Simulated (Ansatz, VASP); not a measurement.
# Two plane-wave programs on Pd

```
Pd
1.0
     0.00000    1.97387    1.97387
     1.97387    0.00000    1.97387
     1.97387    1.97387    0.00000
Pd
1
Direct
  0.00000 0.00000 0.00000
```

Alike in both runs: functional PBE; k mesh 8 × 8 × 8; occupations gaussian, width 0.1 eV; no spin polarisation.

Ansatz relaxed the structure, and its values are those at the end. VASP's run is a single point on that final structure, the one shown.

```csv
,VASP,Ansatz
version,VASP 6.6.1,Ansatz 0.2.0
potentials or method,"VASP PAW PBE potentials, release 64 (Pd), cutoff 500 eV","scalar-relativistic, plane waves, PAW"
valence electrons in the cell,10,18
```

|  | VASP | Ansatz | Ansatz less VASP |
| --- | --- | --- | --- |
| gap on the k mesh at the Fermi level (eV) | none | none | - |
| pressure (GPa) | -0.1 | 0.0 | +0.17 |

A gap of «none» marks a metal or a gap that the smearing closes. With one functional, cell and mesh, what is left measures potentials, basis and numerics. VASP's potentials hold 10 valence electrons a cell and Ansatz's 18, so a difference there can come from the potentials and not from the codes.
